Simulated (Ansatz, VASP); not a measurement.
Rh in VASP and in Ansatz

```
Rh
1.0
     2.86110    0.00000    0.00000
    -1.43055    2.47779    0.00000
     0.00000    0.00000    4.59560
Rh
2
Direct
  0.66667 0.33333 0.75000
  0.33333 0.66667 0.25000
```

Alike in both runs: task single point; functional PBE; k mesh 18 × 18 × 10; occupations gaussian, width 0.15 eV; no spin polarisation.

|  | VASP | Ansatz |
| --- | --- | --- |
| version | VASP 6.6.1 | Ansatz 0.2.0 |
| potentials or method | VASP PAW PBE potentials, release 64 (Rh_pv), cutoff 520 eV | scalar-relativistic, plane waves, PAW |
| valence electrons in the cell | 30 | 34 |

Ansatz gave:

```
gap on the k mesh at the Fermi level (eV)                     : none
pressure (GPa)                                                : -25.0
traceless stress, the component that is largest in VASP (GPa) : -0.30
```

Problem. What did VASP give for the same quantities?

Solution. gap on the k mesh at the Fermi level (eV): none; pressure (GPa): -25.1; traceless stress, the component that is largest in VASP (GPa): -0.29.

A gap of «none» marks a metal or a gap that the smearing closes. VASP's potentials hold 30 valence electrons a cell and Ansatz's 34, so a difference there can come from the potentials and not from the codes.
